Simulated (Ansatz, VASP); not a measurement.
# One calculation of C, two programs

```
C
1.0
     3.57170    0.00000    0.00000
     0.00000    3.57170    0.00000
     0.00000    0.00000    3.57170
C
8
Direct
  0.00000 0.00000 0.00000
  0.00000 0.50000 0.50000
  0.50000 0.00000 0.50000
  0.50000 0.50000 0.00000
  0.25000 0.25000 0.25000
  0.25000 0.75000 0.75000
  0.75000 0.25000 0.75000
  0.75000 0.75000 0.25000
```

Alike in both runs: functional PBE; k mesh 6 × 6 × 6; no spin polarisation.

Ansatz relaxed the structure, and its values are those at the end. VASP's run is a single point on that final structure, the one shown.

|  | VASP | Ansatz |
| --- | --- | --- |
| version | VASP 6.6.1 | Ansatz 0.2.0 |
| potentials or method | VASP PAW PBE potentials, release 64 (C), cutoff 520 eV | scalar-relativistic, plane waves, PAW |
| occupations | gaussian, width 0.01 eV | fixed |
| valence electrons in the cell | 32 | 32 |

Ansatz gave:

* gap on the k mesh at the Fermi level (eV): 4.15
* least direct gap on the mesh (eV): 4.76
* pressure (GPa): 0.0

Problem. Which values does VASP return?

Solution. gap on the k mesh at the Fermi level (eV): 4.14; least direct gap on the mesh (eV): 4.75; pressure (GPa): 0.6.
